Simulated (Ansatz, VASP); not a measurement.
Two plane-wave programs on Zn36O35

```
CELL_PARAMETERS angstrom
9.83817 0.00000 0.00000
-4.91909 -8.52011 0.00000
0.00000 0.00000 -10.58647
ATOMIC_POSITIONS crystal
Zn 0.11111 0.55556 0.24629
Zn 0.11111 0.55556 0.74813
Zn 0.44562 0.55646 0.25013
Zn 0.44411 0.55539 0.74949
Zn 0.11021 0.22104 0.25013
Zn 0.11128 0.22256 0.74949
Zn 0.77750 0.55646 0.25013
Zn 0.77795 0.55539 0.74949
Zn 0.44444 0.22222 0.24958
Zn 0.44444 0.22222 0.74983
Zn 0.11021 0.88917 0.25013
Zn 0.11128 0.88872 0.74949
Zn 0.77750 0.22104 0.25013
Zn 0.77795 0.22256 0.74949
Zn 0.44562 0.88917 0.25013
Zn 0.44411 0.88872 0.74949
Zn 0.77778 0.88889 0.25001
Zn 0.77778 0.88889 0.74907
Zn 0.88920 0.44460 0.49793
Zn 0.89057 0.44528 0.00082
Zn 0.22207 0.44460 0.49793
Zn 0.22138 0.44528 0.00082
Zn 0.88897 0.11127 0.50024
Zn 0.88858 0.11050 0.99844
Zn 0.55542 0.44417 0.49998
Zn 0.55571 0.44475 0.99982
Zn 0.22249 0.11125 0.49998
Zn 0.22192 0.11096 0.99982
Zn 0.88897 0.77770 0.50024
Zn 0.88858 0.77808 0.99844
Zn 0.55542 0.11125 0.49998
Zn 0.55571 0.11096 0.99982
Zn 0.22207 0.77747 0.49793
Zn 0.22138 0.77610 0.00082
Zn 0.55540 0.77770 0.50024
Zn 0.55617 0.77808 0.99844
O 0.11111 0.55556 0.55979
O 0.44169 0.55542 0.06031
O 0.44332 0.55486 0.56027
O 0.11125 0.22497 0.06031
O 0.11180 0.22335 0.56027
O 0.78039 0.55542 0.06031
O 0.77821 0.55486 0.56027
O 0.44444 0.22222 0.06012
O 0.44444 0.22222 0.56072
O 0.11125 0.88628 0.06031
O 0.11180 0.88846 0.56027
O 0.78039 0.22497 0.06031
O 0.77821 0.22335 0.56027
O 0.44169 0.88628 0.06031
O 0.44332 0.88846 0.56027
O 0.77778 0.88889 0.06042
O 0.77778 0.88889 0.56020
O 0.89178 0.44589 0.30692
O 0.89083 0.44541 0.81369
O 0.22078 0.44589 0.30692
O 0.22125 0.44541 0.81369
O 0.88886 0.11105 0.31076
O 0.88901 0.11136 0.80988
O 0.55560 0.44453 0.31023
O 0.55572 0.44478 0.81097
O 0.22213 0.11107 0.31023
O 0.22189 0.11094 0.81097
O 0.88886 0.77781 0.31076
O 0.88901 0.77765 0.80988
O 0.55560 0.11107 0.31023
O 0.55572 0.11094 0.81097
O 0.22078 0.77489 0.30692
O 0.22125 0.77584 0.81369
O 0.55562 0.77781 0.31076
O 0.55530 0.77765 0.80988
```

Change from the starting cell: O vacancy (site b), charge +0, atoms relaxed at the host's cell.

Alike in both runs: functional PBE; k mesh 1 × 1 × 1; occupations gaussian, width 0.01 eV; no spin polarisation.

Ansatz relaxed the structure, and its values are those at the end. VASP's run is a single point on that final structure, the one shown.

```csv
,VASP,Ansatz
version,VASP 6.6.1,Ansatz 0.2.0
potentials or method,"VASP PAW PBE potentials, release 64 (Zn, O), cutoff 520 eV","scalar-relativistic, plane waves, PAW"
valence electrons in the cell,642,642
```

VASP gave:

* gap on the k mesh at the Fermi level (eV): 1.53
* least direct gap on the mesh (eV): 1.53
* rms of the force components (eV/Å): 0.008

**Question.** Which values does Ansatz return?

**Answer.** gap on the k mesh at the Fermi level (eV): 1.55; least direct gap on the mesh (eV): 1.55; rms of the force components (eV/Å): 0.003.
